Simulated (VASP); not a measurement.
# Mo (Im-3m) in VASP: further runs, part 2 of 2

VASP 6.6.1.

### 3 Single point, PBEsol, non-collinear spin, zero start, spin-orbit coupling

Contents of INCAR:

```
SYSTEM = Mo
  PREC = Accurate
  ENCUT = 520
  EDIFF = 1E-6
  ISMEAR = 0
  SIGMA = 0.1
  LREAL = .False.
  LASPH = .True.
  NELM = 150
  ALGO = Fast
  ISIF = 2
  LWAVE = .False.
  LCHARG = .False.
  MAGMOM = 0 0 0
  LORBIT = 11
  LSORBIT = .True.
  GGA_COMPAT = .False.
  LORBMOM = .True.
  LMAXMIX = 4
  GGA = PS
  NBANDS = 25
```

Contents of KPOINTS:

```
regular mesh
0
Gamma
  18 18 18
  0 0 0
```

Contents of POSCAR:

```
Mo
1.0
   -1.5646440655      1.5646440655      1.5646440655
    1.5646440655     -1.5646440655      1.5646440655
    1.5646440655      1.5646440655     -1.5646440655
Mo
1
Direct
    0.0000000000      0.0000000000      0.0000000000
```

Potentials or basis: VASP PAW PBE potentials, release 64 (Mo_sv).

Run with:

```bash
> cat potpaw_PBE.64/Mo_sv/POTCAR > POTCAR
> mpirun -np 1 vasp_ncl > vasp.out
```

OUTCAR:

```text
SYSTEM = Mo
   PREC = Accurate
   ENCUT = 520
   EDIFF = 1E-6
   ISMEAR = 0
   LREAL = .False.
   LASPH = .True.
   NELM = 150
   ISIF = 2
   LORBIT = 11
   LSORBIT = .True.
   GGA = PS

 ion  position               nearest neighbor table
   1  0.000  0.000  0.000-

  LATTYP: Found a body centered cubic cell.
 ALAT       =     3.1292881310

  Lattice vectors:

 A1 = (  -1.5646440655,   1.5646440655,   1.5646440655)
 A2 = (   1.5646440655,  -1.5646440655,   1.5646440655)
 A3 = (   1.5646440655,   1.5646440655,  -1.5646440655)

Analysis of symmetry for initial positions (statically):
=====================================================================
 Subroutine PRICEL returns:
 Original cell was already a primitive cell.

 Routine SETGRP: Setting up the symmetry group for a
 body centered cubic supercell.

 Subroutine GETGRP returns: Found 48 space group operations
 (whereof 48 operations were pure point group operations)
 out of a pool of 48 trial point group operations.

The static configuration has the point symmetry O_h .

Analysis of symmetry for dynamics (positions and initial velocities):
=====================================================================
 Subroutine PRICEL returns:
 Original cell was already a primitive cell.

 Routine SETGRP: Setting up the symmetry group for a
 body centered cubic supercell.

 Subroutine GETGRP returns: Found 48 space group operations
 (whereof 48 operations were pure point group operations)
 out of a pool of 48 trial point group operations.

The dynamic configuration has the point symmetry O_h .

Analysis of structural, dynamic, and magnetic symmetry:
=====================================================================
 Subroutine PRICEL returns:
 Original cell was already a primitive cell.

 Routine SETGRP: Setting up the symmetry group for a
 body centered cubic supercell.

 Subroutine GETGRP returns: Found 48 space group operations
 (whereof 48 operations were pure point group operations)
 out of a pool of 48 trial point group operations.
[... 839 lines left out ...]
  in kB        6.1398151      6.1398151      6.1398151     -0.0000000     -0.0000000      0.0000000
  external PRESSURE =       6.1398151 kB  Pullay stress =       0.0000000 kB

 VOLUME and BASIS-vectors are now :
 -----------------------------------------------------------------------------
  energy-cutoff  :      520.00
  volume of cell :       15.32
      direct lattice vectors                 reciprocal lattice vectors
    -1.564644066  1.564644066  1.564644066     0.000000000  0.319561497  0.319561497
     1.564644066 -1.564644066  1.564644066     0.319561497  0.000000000  0.319561497
     1.564644066  1.564644066 -1.564644066     0.319561497  0.319561497  0.000000000

 POSITION                                       TOTAL-FORCE (eV/Angst)
 -----------------------------------------------------------------------------------
      0.00000      0.00000      0.00000         0.000000      0.000000      0.000000
 -----------------------------------------------------------------------------------
    total drift:                                0.000000      0.000000      0.000000

  FREE ENERGIE OF THE ION-ELECTRON SYSTEM (eV)
  ---------------------------------------------------
  free  energy   TOTEN  =       -11.8810950438 eV

  energy  without entropy=      -11.8788248652  energy(sigma->0) =      -11.87995995

 orbital moment (x)

 # of ion     p       d       tot
 ----------------------------------------
  1         0.000  -0.000  -0.000
 ----------------------------------------
            0.000  -0.000  -0.000

 orbital moment (y)

 # of ion     p       d       tot
 ----------------------------------------
  1         0.000  -0.000  -0.000
 ----------------------------------------
            0.000  -0.000  -0.000

 orbital moment (z)

 # of ion     p       d       tot
 ----------------------------------------
  1         0.000   0.000   0.000
 ----------------------------------------
            0.000   0.000   0.000

 Spin-Orbit-Coupling matrix elements

 Ion:    1  E_soc:     -0.2059588
 l=   1
     0.0000000    -0.0302638    -0.0302638
    -0.0302638     0.0000000    -0.0302638
    -0.0302638    -0.0302638     0.0000000
 l=   2
     0.0000000    -0.0010719     0.0000000    -0.0010719    -0.0029907
    -0.0010719     0.0000000    -0.0022431    -0.0010719    -0.0007477
     0.0000000    -0.0022431     0.0000000    -0.0022431     0.0000000
    -0.0010719    -0.0010719    -0.0022431     0.0000000    -0.0007477
    -0.0029907    -0.0007477     0.0000000    -0.0007477     0.0000000
 l=   3
     0.0000000     0.0000000     0.0000000     0.0000000     0.0000000     0.0000000     0.0000000
     0.0000000     0.0000000     0.0000000     0.0000000     0.0000000     0.0000000     0.0000000
     0.0000000     0.0000000     0.0000000     0.0000000     0.0000000     0.0000000     0.0000000
     0.0000000     0.0000000     0.0000000     0.0000000     0.0000000     0.0000000     0.0000000
     0.0000000     0.0000000     0.0000000     0.0000000     0.0000000     0.0000000     0.0000000
     0.0000000     0.0000000     0.0000000     0.0000000     0.0000000     0.0000000     0.0000000
     0.0000000     0.0000000     0.0000000     0.0000000     0.0000000     0.0000000     0.0000000

 total charge

# of ion       s       p       d       tot
------------------------------------------
    1        2.391   6.215   3.946  12.553

 magnetization (x)

# of ion       s       p       d       tot
------------------------------------------
    1       -0.000   0.000   0.000   0.000

 magnetization (y)

# of ion       s       p       d       tot
------------------------------------------
    1        0.000  -0.000   0.000  -0.000

 magnetization (z)

# of ion       s       p       d       tot
------------------------------------------
    1        0.000  -0.000   0.000  -0.000
```

OSZICAR:

```text
N       E                     dE             d eps       ncg     rms          rms(c)
DAV:   1     0.136077090962E+03    0.13608E+03   -0.80899E+03  9758   0.117E+03
DAV:   2    -0.996476776913E+01   -0.14604E+03   -0.14092E+03 11143   0.382E+02
DAV:   3    -0.126205101646E+02   -0.26557E+01   -0.26342E+01 11083   0.527E+01
DAV:   4    -0.126297203894E+02   -0.92102E-02   -0.92056E-02 10934   0.341E+00
DAV:   5    -0.126297919213E+02   -0.71532E-04   -0.71530E-04 11075   0.267E-01    0.166E+01
RMM:   6    -0.119794955250E+02    0.65030E+00   -0.80305E-01  9803   0.853E+00    0.493E+00
RMM:   7    -0.118859769604E+02    0.93519E-01   -0.23857E-01 10116   0.447E+00    0.122E+00
RMM:   8    -0.118821553084E+02    0.38217E-02   -0.86381E-03 10986   0.105E+00    0.811E-01
RMM:   9    -0.118811374095E+02    0.10179E-02   -0.10946E-03 11077   0.419E-01    0.516E-02
RMM:  10    -0.118811065781E+02    0.30831E-04   -0.13996E-04 11179   0.144E-01    0.346E-02
RMM:  11    -0.118810958297E+02    0.10748E-04   -0.44267E-05 11151   0.764E-02    0.124E-02
RMM:  12    -0.118810950438E+02    0.78586E-06   -0.37386E-06 11042   0.244E-02
   1 F= -.11881095E+02 E0= -.11879960E+02  d E =-.227018E-02  mag=     0.0000    -0.0000     0.0000
```

stdout:

```text
POSCAR found type information on POSCAR Mo
 POSCAR found :  1 types and       1 ions
 scaLAPACK will be used
 -----------------------------------------------------------------------------
|                                                                             |
|                                                                             |
|     You enforced a specific xc type in the INCAR file but a different       |
|     I HOPE YOU KNOW WHAT YOU ARE DOING!                                     |
|                                                                             |
 -----------------------------------------------------------------------------

 LDA part: xc-table for (Slater+PW92), standard interpolation
 POSCAR, INCAR and KPOINTS ok, starting setup
 FFT: planning ... GRIDC
 FFT: planning ... GRID_SOFT
 FFT: planning ... GRID
 WAVECAR not read
 entering main loop
```

Run time: 58 s. Hardware: 1 thread of Intel Xeon 6975P-C (Granite Rapids), shared host; peak memory 0.23 GiB.

What came out:

```yaml
Free_energy: -11.8811 eV
Pressure: 0.6 GPa
Net_moment: 0.00 μB per cell
Valence_electrons_inside_the_program's_atomic_spheres: Mo 12.55
```

Moments on the atoms (μB; x, y, z):
```
Mo  0.00 0.00 0.00
```

Caveat: the PAW data sets were made with another functional, which shifts forces and pressure a little.
